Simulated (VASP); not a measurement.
# Ti in VASP: a series of runs

The runs below take Ti through single point, with PBEsol.

Everything below comes from runs of VASP 6.6.1. Logs are shortened: lines on timing, memory, paths and dates and some standing lists are left out, and cuts for length are marked.

## Step 1: The cell of the first run

The structure is cubic, space group Im-3m (No. 229). Conventional cell: a = 3.282 Å, b = 3.282 Å, c = 3.282 Å, α = 90.00°, β = 90.00°, γ = 90.00°. Ti (site symmetry m-3m) has 14 Ti at 2.84 to 3.28 Å within 3.7 Å.

## Step 2: Single point, PBEsol

Contents of INCAR:

```
SYSTEM = Ti
PREC = Accurate
ENCUT = 520
EDIFF = 1E-6
ISMEAR = -1
SIGMA = 0.15
LREAL = .FALSE.
LASPH = .TRUE.
NELM = 100
ALGO = Normal
ISIF = 2
LWAVE = .FALSE.
LCHARG = .FALSE.
GGA = PS
NBANDS = 12
```

Contents of KPOINTS:

```
regular mesh
0
G
  15 15 15
  0 0 0
```

Contents of POSCAR:

```
Ti
1.0
   -1.6410000000      1.6410000000      1.6410000000
    1.6410000000     -1.6410000000      1.6410000000
    1.6410000000      1.6410000000     -1.6410000000
Ti
1
Direct
    0.0000000000      0.0000000000      0.0000000000
```

Potentials or basis: VASP PAW PBE potentials, release 64 (Ti_sv).

Launch:

```sh
$ cat potpaw_PBE.64/Ti_sv/POTCAR > POTCAR
$ mpirun -np 1 vasp_std > vasp.out
```

OUTCAR:

```text
SYSTEM = Ti
   PREC = Accurate
   ENCUT = 520
   EDIFF = 1E-6
   ISMEAR = -1
   LREAL = .FALSE.
   LASPH = .TRUE.
   NELM = 100
   ISIF = 2
   GGA = PS

 ion  position               nearest neighbor table
   1  0.000  0.000  0.000-

  LATTYP: Found a body centered cubic cell.
 ALAT       =     3.2820000000

  Lattice vectors:

 A1 = (  -1.6410000000,   1.6410000000,   1.6410000000)
 A2 = (   1.6410000000,  -1.6410000000,   1.6410000000)
 A3 = (   1.6410000000,   1.6410000000,  -1.6410000000)

Analysis of symmetry for initial positions (statically):
=====================================================================
 Subroutine PRICEL returns:
 Original cell was already a primitive cell.

 Routine SETGRP: Setting up the symmetry group for a
 body centered cubic supercell.

 Subroutine GETGRP returns: Found 48 space group operations
 (whereof 48 operations were pure point group operations)
 out of a pool of 48 trial point group operations.

The static configuration has the point symmetry O_h .

Analysis of symmetry for dynamics (positions and initial velocities):
=====================================================================
 Subroutine PRICEL returns:
 Original cell was already a primitive cell.

 Routine SETGRP: Setting up the symmetry group for a
 body centered cubic supercell.

 Subroutine GETGRP returns: Found 48 space group operations
 (whereof 48 operations were pure point group operations)
 out of a pool of 48 trial point group operations.

The dynamic configuration has the point symmetry O_h .

 Subroutine INISYM returns: Found 48 space group operations
 (whereof 48 operations are pure point group operations),
 and found     1 'primitive' translations

----------------------------------------------------------------------------------------

                                     Primitive cell

  volume of cell :      17.6761

  direct lattice vectors                    reciprocal lattice vectors
    -1.641000000  1.641000000  1.641000000     0.000000000  0.304692261  0.304692261
     1.641000000 -1.641000000  1.641000000     0.304692261  0.000000000  0.304692261
     1.641000000  1.641000000 -1.641000000     0.304692261  0.304692261  0.000000000

  length of vectors
     2.842295375  2.842295375  2.842295375     0.430899928  0.430899928  0.430899928

  position of ions in fractional coordinates (direct lattice)
     0.000000000  0.000000000  0.000000000

  ion indices of the primitive-cell ions
   primitive index   ion index
                 1           1

----------------------------------------------------------------------------------------

 KPOINTS: regular mesh

Automatic generation of k-mesh.
 Grid dimensions read from file:
 generate k-points for:   15   15   15

 Generating k-lattice:

  Cartesian coordinates                     Fractional coordinates (reciprocal lattice)
     0.000000000  0.020312817  0.020312817     0.066666667  0.000000000  0.000000000
     0.020312817  0.000000000  0.020312817     0.000000000  0.066666667  0.000000000
     0.020312817  0.020312817  0.000000000     0.000000000  0.000000000  0.066666667

  Length of vectors
     0.028726662  0.028726662  0.028726662

  Shift w.r.t. Gamma in fractional coordinates (k-lattice)
     0.000000000  0.000000000  0.000000000

 Subroutine IBZKPT returns following result:
 ===========================================

 Found    120 irreducible k-points:

 Following reciprocal coordinates:
            Coordinates               Weight
  0.000000  0.000000  0.000000      1.000000
  0.066667  0.000000  0.000000     12.000000
  0.133333  0.000000  0.000000     12.000000
  0.200000  0.000000  0.000000     12.000000
  0.266667  0.000000  0.000000     12.000000
  0.333333  0.000000  0.000000     12.000000
[... 16 lines left out ...]
  0.333333  0.200000  0.000000     48.000000
  0.400000  0.200000  0.000000     24.000000
 [... further k-points ...]
   k-points           NKPTS =    120   k-points in BZ     NKDIM =    120   number of bands    NBANDS=     12
   number of dos      NEDOS =    301   number of ions     NIONS =      1
   total plane-waves  NPLWV =  13824
   dimension x,y,z NGX =    24 NGY =   24 NGZ =   24
   dimension x,y,z NGXF=    48 NGYF=   48 NGZF=   48
   ions per type =               1
   NGX,Y,Z   is equivalent  to a cutoff of  14.04, 14.04, 14.04 a.u.
   NGXF,Y,Z  is equivalent  to a cutoff of  28.08, 28.08, 28.08 a.u.
 SYSTEM =  Ti
   PREC   = accura    normal or accurate (medium, high low for compatibility)
   ISTART =      0    job   : 0-new  1-cont  2-samecut
   ICHARG =      2    charge: 1-file 2-atom 10-const
   ISPIN  =      1    spin polarized calculation?
   LNONCOLLINEAR =      F non collinear calculations
   LSORBIT =      F    spin-orbit coupling
   LASPH  =      T    aspherical Exc in radial PAW
   ENCUT  =  520.0 eV  38.22 Ry    6.18 a.u.   5.28  5.28  5.28*2*pi/ulx,y,z
   NELM   =    100;   NELMIN=  2; NELMDL= -5     # of ELM steps
   EDIFF  = 0.1E-05   stopping-criterion for ELM
   LREAL  =      F    real-space projection
   EDIFFG = 0.1E-04   stopping-criterion for IOM
   NSW    =      0    number of steps for IOM
   IBRION =     -1    ionic relax: 0-MD 1-quasi-New 2-CG
   NFREE  =      0    steps in history (QN), initial steepest desc. (CG)
   ISIF   =      2    stress and relaxation
   ISYM   =      2    0-nonsym 1-usesym 2-fastsym
   POTIM  = 0.5000    time-step for ionic-motion
   TEBEG  =    0.0;   TEEND  =   0.0 temperature during run
   PSTRESS=    0.0 pullay stress
   NELECT =      12.0000    total number of electrons
   NUPDOWN=      -1.0000    fix difference up-down
   EMIN   =  10.00;   EMAX   =-10.00  energy-range for DOS
   EFERMI =   0.00;   METHOD = LEGACY
   ISMEAR =    -1;   SIGMA  =   0.15  broadening in eV -4-tet -1-fermi 0-gaus
   EFERMI_NEDOS =   21; number of points for ismear=-14 and -15
   IALGO  =     38    algorithm
   IMIX   =      4    mixing-type and parameters
     AMIX     =   0.40;   BMIX     =  1.00
     AMIX_MAG =   1.60;   BMIX_MAG =  1.00
  volume/ion in A,a.u.               =      17.68       119.28
  Fermi-wavevector in a.u.,A,eV,Ry     =   1.438821  2.718977 28.166848  2.070205
  Thomas-Fermi vector in A             =   2.557745
   LORBIT       =      0    0 simple, 1 ext, 2 COOP (PROOUT), +10 PAW based schemes
   GGA     = PS    functional components
   LHFCALC =     F    Hartree Fock is set to
   AEXX    =    0.0000 exact exchange contribution
   IVDW    =     0    specifies the selected vdW correction
   LEPSILON=     F    determine dielectric tensor
   LRPA    =     F    only Hartree local field effects (RPA)
 non-spin polarized calculation
  energy-cutoff  :      520.00
  volume of cell :       17.68
 maximum number of plane-waves:       486
 NGX is ok and might be reduce to    24
   NGX = 11   NGY = 11   NGZ = 11

 number of electron      12.0000001 magnetization

 Free energy of the ion-electron system (eV)
  ---------------------------------------------------
  ext. energy  EPLUGINS =         0.00000000
  ---------------------------------------------------
  free energy    TOTEN  =        -8.29651753 eV

  energy without entropy =       -8.12536668  energy(sigma->0) =       -8.21094210

 E-fermi :   7.7831     XC(G=0): -11.5478

 val. band max:        7.7798140455   @ k =   0.2667   0.2000  -0.0000
 cond. band min:       7.7929590829   @ k =  -0.3333   0.3333   0.1333
 fundamental gap:      0.0131450374
 Fermi energy:         7.7830523112

 k-point     1 :       0.0000    0.0000    0.0000
  band No.  band energies     occupation
      1     -48.5474      2.00000
      2     -24.5182      2.00000
      3     -24.5182      2.00000
      4     -24.5182      2.00000
      5       1.8624      2.00000
      6       8.7496      0.00318
      7       8.7496      0.00318
      8       8.7496      0.00318
      9      10.4842      0.00000
     10      10.4842      0.00000
     11      25.0720      0.00000
     12      25.0720      0.00000

 k-point     2 :       0.0667    0.0000    0.0000
  band No.  band energies     occupation
      1     -48.5421      2.00000
      2     -24.5472      2.00000
      3     -24.5272      2.00000
      4     -24.5184      2.00000
      5       2.0123      2.00000
      6       8.6817      0.00499
      7       8.7306      0.00360
      8       8.8581      0.00154
      9      10.4055      0.00000
     10      10.4882      0.00000
     11      24.8274      0.00000
     12      25.0524      0.00000

 k-point     3 :       0.1333    0.0000    0.0000
  band No.  band energies     occupation
      1     -48.5270      2.00000
      2     -24.6286      2.00000
      3     -24.5524      2.00000
      4     -24.5188      2.00000
      5       2.4471      2.00000
      6       8.4953      0.01718
      7       8.6397      0.00660
      8       9.1748      0.00019
      9      10.2478      0.00000
     10      10.5042      0.00000
     11      24.0382      0.00000
     12      24.8203      0.00000

 k-point     4 :       0.2000    0.0000    0.0000
  band No.  band energies     occupation
      1     -48.5046      2.00000
      2     -24.7470      2.00000
      3     -24.5895      2.00000
      4     -24.5195      2.00000
      5       3.1187      2.00000
      6       8.2344      0.09406
      7       8.4276      0.02686
      8       9.6720      0.00001
      9      10.1685      0.00000
     10      10.5399      0.00000
     11      22.6713      0.00000
     12      24.1288      0.00000

 k-point     5 :       0.2667    0.0000    0.0000
  band No.  band energies     occupation
      1     -48.4788      2.00000
      2     -24.8807      2.00000
      3     -24.6317      2.00000
      4     -24.5204      2.00000
      5       3.9285      2.00000
      6       7.9523      0.48901
      7       8.1739      0.13753
      8      10.2222      0.00000
      9      10.2984      0.00000
     10      10.6001      0.00000
     11      20.9191      0.00000
     12      23.1549      0.00000
[... 228 lines left out ...]
      1     -48.4481      2.00000
      2     -24.9834      2.00000
      3     -24.6905      2.00000
      4     -24.5683      2.00000
      5       5.0581      2.00000
      6       7.5475      1.65571
      7       7.8504      0.77925
      8      10.1009      0.00000
      9      10.8203      0.00000
     10      11.4604      0.00000
     11      20.2379      0.00000
     12      20.3153      0.00000

 k-point    22 :       0.2667    0.2000   -0.0000
  band No.  band energies     occupation
      1     -48.4298      2.00000
      2     -25.0395      2.00000
      3     -24.7487      2.00000
      4     -24.5768      2.00000
      5       5.7233      2.00000
      6       7.3494      1.89480
      7       7.7798      1.01079
      8      10.2364      0.00000
      9      10.8676      0.00000
     10      12.2836      0.00000
     11      18.4636      0.00000
     12      19.5899      0.00000

 k-point    23 :       0.3333    0.2000    0.0000
  band No.  band energies     occupation
      1     -48.4173      2.00000
      2     -25.0722      2.00000
      3     -24.7949      2.00000
      4     -24.5809      2.00000
      5       6.0597      1.99998
      6       7.3468      1.89652
      7       7.8010      0.94035
      8      10.3734      0.00000
      9      10.9169      0.00000
     10      13.0817      0.00000
     11      16.9310      0.00000
     12      19.0930      0.00000

 k-point    24 :       0.4000    0.2000    0.0000
  band No.  band energies     occupation
      1     -48.4129      2.00000
      2     -25.0826      2.00000
      3     -24.8126      2.00000
      4     -24.5822      2.00000
      5       6.1260      1.99997
      6       7.3763      1.87544
      7       7.8511      0.77691
      8      10.4202      0.00000
      9      10.9582      0.00000
     10      13.5127      0.00000
     11      16.2209      0.00000
     12      18.9049      0.00000

 [... further k-points ...]

------------------------ aborting loop because EDIFF is reached ----------------------------------------

  FORCE on cell =-STRESS in cart. coord.  units (eV):
  Direction    XX          YY          ZZ          XY          YZ          ZX
  --------------------------------------------------------------------------------------
  -------------------------------------------------------------------------------------
  Total       -0.6589437     -0.6589437     -0.6589437     -0.0000000      0.0000000      0.0000000
  in kB      -59.7273420    -59.7273420    -59.7273420     -0.0000000      0.0000000      0.0000000
  external PRESSURE =     -59.7273420 kB  Pullay stress =       0.0000000 kB

 VOLUME and BASIS-vectors are now :
 -----------------------------------------------------------------------------
  energy-cutoff  :      520.00
  volume of cell :       17.68
      direct lattice vectors                 reciprocal lattice vectors
    -1.641000000  1.641000000  1.641000000     0.000000000  0.304692261  0.304692261
     1.641000000 -1.641000000  1.641000000     0.304692261  0.000000000  0.304692261
     1.641000000  1.641000000 -1.641000000     0.304692261  0.304692261  0.000000000

 POSITION                                       TOTAL-FORCE (eV/Angst)
 -----------------------------------------------------------------------------------
      0.00000      0.00000      0.00000         0.000000     -0.000000      0.000000
 -----------------------------------------------------------------------------------
    total drift:                               -0.000000      0.000000      0.000000

  FREE ENERGIE OF THE ION-ELECTRON SYSTEM (eV)
  ---------------------------------------------------
  free  energy   TOTEN  =        -8.2965175266 eV

  energy  without entropy=       -8.1253666769  energy(sigma->0) =       -8.21094210
```

Wall time 7.9 s (1 thread of Intel Xeon 6975P-C (Granite Rapids), shared host); peak memory 0.15 GiB.

What came out:

```yaml
Free_energy: -8.2965 eV
Pressure: -6.0 GPa
Band_gap_on_the_k_mesh: zero (band 6 reaches 8.75 eV, above the bottom of band 7 at 7.14 eV)
```

Caveat: the PAW data sets were made with another functional, which shifts forces and pressure a little.

(Continued in part 2 of 2.)
